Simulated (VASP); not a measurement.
# CuSn2As3 (R-3m) in VASP: further runs

Runs on CuSn2As3. Level: PBE. Tasks: single point.

All numbers are computed with VASP 6.6.1; they aren't measurements. Logs are shortened: lines on timing, memory, paths and dates and some standing lists are left out, and cuts for length are marked.

## Step 1: The cell of the first run

It takes space group R-3m (No. 166, trigonal). The conventional cell has a = 5.656 Å, b = 5.656 Å, c = 13.761 Å, α = 90.00°, β = 90.00°, γ = 120.00°. Within 3.7 Å of Cu (site symmetry -3m) lie 6 As at 2.82 Å and 6 Sn at 3.29 Å. Within 4.2 Å of Sn (site symmetry 3m) lie 9 As at 3.17 to 3.39 Å and 3 Cu at 3.29 Å and 4 Sn at 3.38 to 3.73 Å. Within 3.7 Å of As (site symmetry 2/m) lie 2 Cu at 2.82 Å and 4 As at 2.83 Å and 6 Sn at 3.17 to 3.39 Å.

## Step 2: Single point, PBE

The input, INCAR:

```
PREC = Accurate
ENCUT = 520
EDIFF = 1E-7
ISMEAR = 0
SIGMA = 0.1
LREAL = F
LASPH = T
NELM = 80
ALGO = Normal
ISIF = 2
LWAVE = F
LCHARG = F
GGA = PE
NBANDS = 36
```

The input, KPOINTS:

```
Automatic mesh
0
Gamma
  6 6 6
```

The input, POSCAR:

```
CuSn2As3
1.0
    2.8281439001      1.6328296405      4.5868370898
   -2.8281439001      1.6328296405      4.5868370898
    0.0000000000     -3.2656592857      4.5868370881
Cu Sn As
1 2 3
Direct
    0.0000000000      0.0000000000      0.0000000000
    0.6355414937      0.6355414937      0.6355414937
    0.3644585063      0.3644585063      0.3644585063
    0.0000000000      0.5000000000      0.0000000000
    0.5000000000      0.0000000000      0.0000000000
    0.0000000000      0.0000000000      0.5000000000
```

Potentials or basis: VASP PAW PBE potentials, release 64 (Cu, Sn_d, As).

Run with:

```bash
cat potpaw_PBE.64/Cu/POTCAR potpaw_PBE.64/Sn_d/POTCAR potpaw_PBE.64/As/POTCAR > POTCAR
mpirun -np 1 vasp_std > vasp.out
```

OUTCAR:

```text
PREC = Accurate
   ENCUT = 520
   EDIFF = 1E-7
   ISMEAR = 0
   LREAL = F
   LASPH = T
   NELM = 80
   ISIF = 2
   GGA = PE

 ion  position               nearest neighbor table
   1  0.000  0.000  0.000-   4 2.82   5 2.82   4 2.82   5 2.82   6 2.82   6 2.82
   2  0.636  0.636  0.636-   4 3.17   5 3.17   6 3.17   3 3.38   3 3.38   3 3.38   3 3.73
   3  0.364  0.364  0.364-   4 3.17   5 3.17   6 3.17   2 3.38   2 3.38   2 3.38   2 3.73
   4  0.000  0.500  0.000-   1 2.82   1 2.82   5 2.83   5 2.83   6 2.83   6 2.83   3 3.17   2 3.17

   5  0.500  0.000  0.000-   1 2.82   1 2.82   4 2.83   4 2.83   6 2.83   6 2.83   3 3.17   2 3.17

   6  0.000  0.000  0.500-   1 2.82   1 2.82   4 2.83   5 2.83   4 2.83   5 2.83   3 3.17   2 3.17

  LATTYP: Found a trigonal (rhomboedric) cell.
 ALAT       =     5.6305954430
 COS(alpha) =     0.4954265984

  Lattice vectors:

 A1 = (   2.8281439001,   1.6328296405,   4.5868370898)
 A2 = (  -2.8281439001,   1.6328296405,   4.5868370898)
 A3 = (   0.0000000000,  -3.2656592857,   4.5868370881)

Analysis of symmetry for initial positions (statically):
=====================================================================
 Subroutine PRICEL returns:
 Original cell was already a primitive cell.

 Routine SETGRP: Setting up the symmetry group for a
 trigonal (rhombohedral) supercell.

 Subroutine GETGRP returns: Found 12 space group operations
 (whereof 12 operations were pure point group operations)
 out of a pool of 12 trial point group operations.

The static configuration has the point symmetry D_3d.

Analysis of symmetry for dynamics (positions and initial velocities):
=====================================================================
 Subroutine PRICEL returns:
 Original cell was already a primitive cell.

 Routine SETGRP: Setting up the symmetry group for a
 trigonal (rhombohedral) supercell.

 Subroutine GETGRP returns: Found 12 space group operations
 (whereof 12 operations were pure point group operations)
 out of a pool of 12 trial point group operations.

The dynamic configuration has the point symmetry D_3d.

 Subroutine INISYM returns: Found 12 space group operations
 (whereof 12 operations are pure point group operations),
 and found     1 'primitive' translations

----------------------------------------------------------------------------------------

                                     Primitive cell

  volume of cell :     127.0887

[... 95 lines left out ...]
   NELM   =     80;   NELMIN=  2; NELMDL= -5     # of ELM steps
   EDIFF  = 0.1E-06   stopping-criterion for ELM
   LREAL  =      F    real-space projection
   EDIFFG = 0.1E-05   stopping-criterion for IOM
   NSW    =      0    number of steps for IOM
   IBRION =     -1    ionic relax: 0-MD 1-quasi-New 2-CG
   NFREE  =      0    steps in history (QN), initial steepest desc. (CG)
   ISIF   =      2    stress and relaxation
   ISYM   =      2    0-nonsym 1-usesym 2-fastsym
   POTIM  = 0.5000    time-step for ionic-motion
   TEBEG  =    0.0;   TEEND  =   0.0 temperature during run
   PSTRESS=    0.0 pullay stress
   NELECT =      54.0000    total number of electrons
   NUPDOWN=      -1.0000    fix difference up-down
   EMIN   =  10.00;   EMAX   =-10.00  energy-range for DOS
   EFERMI =   0.00;   METHOD = LEGACY
   ISMEAR =     0;   SIGMA  =   0.10  broadening in eV -4-tet -1-fermi 0-gaus
   EFERMI_NEDOS =   21; number of points for ismear=-14 and -15
   IALGO  =     38    algorithm
   IMIX   =      4    mixing-type and parameters
     AMIX     =   0.40;   BMIX     =  1.00
     AMIX_MAG =   1.60;   BMIX_MAG =  1.00
  volume/ion in A,a.u.               =      21.18       142.94
  Fermi-wavevector in a.u.,A,eV,Ry     =   1.230752  2.325783 20.609421  1.514750
  Thomas-Fermi vector in A             =   2.365588
   LORBIT       =      0    0 simple, 1 ext, 2 COOP (PROOUT), +10 PAW based schemes
   GGA     = PE    functional components
   LHFCALC =     F    Hartree Fock is set to
   AEXX    =    0.0000 exact exchange contribution
   IVDW    =     0    specifies the selected vdW correction
   LEPSILON=     F    determine dielectric tensor
   LRPA    =     F    only Hartree local field effects (RPA)
 non-spin polarized calculation
 Gauss-broadening in eV      SIGMA  =   0.10
  energy-cutoff  :      520.00
  volume of cell :      127.09
 maximum number of plane-waves:      3467
 NGX is ok and might be reduce to    42
   NGX = 21   NGY = 21   NGZ = 21

 number of electron      54.0000015 magnetization

 Free energy of the ion-electron system (eV)
  ---------------------------------------------------
  ext. energy  EPLUGINS =         0.00000000
  ---------------------------------------------------
  free energy    TOTEN  =       -23.89907207 eV

  energy without entropy =      -23.88607346  energy(sigma->0) =      -23.89257276

 E-fermi :   7.1271     XC(G=0): -10.6309

 val. band max:        7.1144710206   @ k =   0.3333   0.1667   0.0000
 cond. band min:       7.1636175262   @ k =   0.1667   0.0000  -0.0000
 fundamental gap:      0.0491465055
 Fermi energy:         7.1271121175

 k-point     1 :       0.0000    0.0000    0.0000
  band No.  band energies     occupation
      1     -14.6012      2.00000
      2     -14.5941      2.00000
      3     -14.5941      2.00000
      4     -14.5867      2.00000
      5     -14.5867      2.00000
      6     -14.5492      2.00000
[... 925 lines left out ...]
     35      10.7344      0.00000
     36      11.1857      0.00000

 [... further k-points ...]
[... 5 lines left out ...]
  --------------------------------------------------------------------------------------
  -------------------------------------------------------------------------------------
  Total        0.0436745      0.0436745      0.2474026      0.0000000     -0.0000000      0.0000000
  in kB        0.5505936      0.5505936      3.1189468      0.0000000     -0.0000000      0.0000000
  external PRESSURE =       1.4067113 kB  Pullay stress =       0.0000000 kB

 VOLUME and BASIS-vectors are now :
 -----------------------------------------------------------------------------
  energy-cutoff  :      520.00
  volume of cell :      127.09
      direct lattice vectors                 reciprocal lattice vectors
     2.828143900  1.632829641  4.586837090     0.176794399  0.102072294  0.072671718
    -2.828143900  1.632829641  4.586837090    -0.176794399  0.102072294  0.072671718
     0.000000000 -3.265659286  4.586837088     0.000000000 -0.204144587  0.072671718

 POSITION                                       TOTAL-FORCE (eV/Angst)
 -----------------------------------------------------------------------------------
      0.00000      0.00000      0.00000        -0.000000      0.000000     -0.000000
      0.00000     -0.00000      8.74538        -0.000000      0.000000     -0.028526
      0.00000     -0.00000      5.01514        -0.000000     -0.000000      0.028526
     -1.41407      0.81641      2.29342         0.000000      0.000000      0.000000
      1.41407      0.81641      2.29342         0.000000     -0.000000     -0.000000
      0.00000     -1.63283      2.29342        -0.000000      0.000000     -0.000000
 -----------------------------------------------------------------------------------
    total drift:                                0.000000      0.000000     -0.000000

  FREE ENERGIE OF THE ION-ELECTRON SYSTEM (eV)
  ---------------------------------------------------
  free  energy   TOTEN  =       -23.8990720703 eV

  energy  without entropy=      -23.8860734572  energy(sigma->0) =      -23.89257276
```

stdout:

```text
POSCAR found type information on POSCAR CuSnAs
 POSCAR found :  3 types and       6 ions
 scaLAPACK will be used
 LDA part: xc-table for (Slater+PW92), standard interpolation
 POSCAR, INCAR and KPOINTS ok, starting setup
 FFT: planning ... GRIDC
 FFT: planning ... GRID_SOFT
 FFT: planning ... GRID
 WAVECAR not read
 entering main loop
```

It took 2.8 min on 1 thread of AMD EPYC 7R43 (Zen 3), shared host; peak memory 0.3 GiB.

What came out:

```
Free energy            : -23.8991 eV
Pressure               : 0.1 GPa
Largest force          : 0.029 eV/Å
Band gap on the k mesh : zero (band 27 reaches 8.48 eV, above the bottom of band 28 at 6.26 eV)
```

Forces on the atoms (eV/Å):
```
Cu   0.000  0.000  0.000
Sn   0.000  0.000 -0.029
Sn   0.000  0.000  0.029
As   0.000  0.000  0.000
As   0.000  0.000  0.000
As   0.000  0.000  0.000
```

Stress tensor (GPa, compression positive):
```
0.06 0.00 0.00
0.00 0.06 0.00
0.00 0.00 0.31
```

Levels at points of the mesh, in eV from the Fermi level:
| k point | band 25 | band 26 | band 27 | band 28 | band 29 | band 30 |
| --- | --- | --- | --- | --- | --- | --- |
| (0.00, 0.00, 0.00) | -2.02 | -2.02 | -1.52 | -0.87 | -0.87 | -0.37 |
| (0.50, 0.00, 0.00) | -1.38 | -1.15 | -0.83 | -0.45 | -0.02 | 1.94 |
| (0.50, 0.50, 0.00) | -0.86 | -0.85 | -0.73 | 0.26 | 0.53 | 1.80 |
| (0.50, 0.50, 0.50) | -0.28 | -0.28 | -0.07 | 0.56 | 0.56 | 2.31 |

Caveat: spin-orbit coupling is left out, which moves the levels of the heavy elements.

## Step 3: Single point, PBE

This run uses another cell than the first one, of 24.67 Å³/atom, 1.165 times its volume.

The input, INCAR:

```
PREC = Accurate
ENCUT = 520
EDIFF = 1E-6
ISMEAR = 0
SIGMA = 0.1
LREAL = F
LASPH = T
NELM = 60
ALGO = Normal
ISIF = 2
LWAVE = F
LCHARG = F
GGA = PE
NBANDS = 36
```

KPOINTS is that of step 2.

The input, POSCAR:

```
CuSn2As3
1.0
    2.9955039900      1.7294550300      4.7629254700
   -2.9955039900      1.7294550300      4.7629254700
    0.0000000000     -3.4589100700      4.7629254700
Cu Sn As
1 2 3
Direct
    0.0000000000      0.0000000000      0.0000000000
    0.6264029700      0.6264029700      0.6264029700
    0.3735970300      0.3735970300      0.3735970300
    0.0000000000      0.5000000000      0.0000000000
    0.5000000000      0.0000000000      0.0000000000
    0.0000000000      0.0000000000      0.5000000000
```

Potentials or basis: VASP PAW PBE potentials, release 64 (Cu, Sn_d, As).

Run with:

```bash
cat potpaw_PBE.64/Cu/POTCAR potpaw_PBE.64/Sn_d/POTCAR potpaw_PBE.64/As/POTCAR > POTCAR
mpirun -np 1 vasp_std > vasp.out
```

Run time: 3.5 min. Hardware: 1 thread of AMD EPYC 7R43 (Zen 3), shared host; peak memory 0.37 GiB.

Results (log left out):

* Free energy: -23.3269 eV
* Pressure: -7.4 GPa
* Largest force: 0.184 eV/Å
* Band gap on the k mesh: zero (band 27 reaches 6.57 eV, above the bottom of band 28 at 4.83 eV)

Forces in eV/Å, atoms in the order of the input:
```
Cu   0.000  0.000  0.000
Sn   0.000  0.000  0.184
Sn   0.000  0.000 -0.184
As   0.000  0.000  0.000
As   0.000  0.000  0.000
As   0.000  0.000  0.000
```

Stress tensor (GPa, compression positive):
```
-7.31  0.00  0.00
 0.00 -7.31  0.00
 0.00  0.00 -7.58
```

Levels at points of the mesh, in eV from the Fermi level:
| k point | band 23 | band 24 | band 25 | band 26 | band 27 | band 28 | band 29 | band 30 | band 31 | band 32 |
| --- | --- | --- | --- | --- | --- | --- | --- | --- | --- | --- |
| (0.00, 0.00, 0.00) | -2.21 | -2.21 | -1.56 | -1.54 | -1.54 | -0.61 | -0.61 | -0.14 | 2.62 | 2.96 |
| (0.50, 0.00, 0.00) | -2.20 | -2.10 | -1.44 | -0.97 | -0.80 | -0.42 | 0.02 | 1.36 | 2.15 | 2.54 |
| (0.50, 0.50, 0.00) | -1.96 | -1.23 | -1.12 | -0.69 | -0.66 | 0.23 | 0.85 | 1.38 | 1.71 | 2.14 |
| (0.50, 0.50, 0.50) | -2.08 | -1.62 | -0.12 | -0.12 | -0.06 | 0.66 | 0.66 | 2.13 | 2.13 | 2.74 |

Caveat: spin-orbit coupling is left out, which moves the levels of the heavy elements.
